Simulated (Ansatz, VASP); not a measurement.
## BP in VASP and in Ansatz

```
B P
1.0
     0.00000    1.86330    1.86330
     1.86330    0.00000    1.86330
     1.86330    1.86330    0.00000
B P
1 1
Direct
  0.00000 0.00000 0.00000
  0.25000 0.25000 0.25000
```

Change from the starting cell: volume scaled by 0.55, crystal datasets.

Alike in both runs: task single point; functional PBE; k mesh 15 × 15 × 15; occupations fermi-dirac, width 0.08 eV; no spin polarisation.

|  | VASP | Ansatz |
| --- | --- | --- |
| version | VASP 6.6.1 | Ansatz 0.2.0 |
| potentials or method | VASP PAW PBE potentials, release 64 (B, P), cutoff 520 eV | all-electron PAW with datasets made for the crystal, scalar-relativistic |

```csv
,VASP,Ansatz,Ansatz less VASP
pressure (GPa),284.2,285.3,+1.05
```

Both programs put the cell under a high pressure, so it lies far from rest at this level. Ansatz ran all-electron here, and VASP with PAW potentials.

Noted on VASP's run: the cell as given lies far from equilibrium.
